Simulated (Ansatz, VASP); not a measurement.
**One calculation of Mg3Cd2S5, two programs**

```xyz
10
Lattice="-0.0154 -3.7213 0.0089 3.8882 0.0154 0.0245 -1.8496 1.8214 13.3448" Properties=species:S:1:pos:R:3 pbc="T T T"
Mg    1.8589   -1.8884    2.5931
Mg    0.0997    0.0245   10.7453
Mg    2.1206   -1.9569   13.3949
Cd   -0.0061    0.0207    5.2912
Cd    1.9161   -1.8055    8.0603
S     2.0346   -1.8775    5.2238
S     0.0601   -0.0396    8.1207
S     1.9614   -1.8849   10.8361
S     1.9668   -1.8392    0.0331
S     0.0404   -0.0289    2.6094
```

Change from the starting cell: cell x1, atoms moved at random (sigma 0.05 Å) and cell strained at random (1.5 %), then relaxed without symmetry.

Alike in both runs: task relaxation of cell and atoms; functional PBE; k mesh 4 × 4 × 4; occupations gaussian, width 0.1 eV; no spin polarisation.

```csv
,VASP,Ansatz
version,VASP 6.6.1,Ansatz 0.2.0
potentials or method,"VASP PAW PBE potentials, release 64 (Mg, Cd, S), cutoff 600 eV","scalar-relativistic, plane waves, PAW"
valence electrons in the cell,60,100
```

```tsv
	VASP	Ansatz	Ansatz less VASP
gap on the k mesh at the Fermi level, each at its own relaxed structure (eV)	1.02	1.03	+0.011
relaxed volume (Å³/atom)	19.17	19.19	+0.018
relaxed length of the cell vector where the two differ most in proportion (Å)	3.789	3.791	+0.0020
```

VASP's potentials hold 60 valence electrons a cell and Ansatz's 100, so a difference there can come from the potentials and not from the codes.

The k mesh is coarse, so the values compare programs but aren't converged.
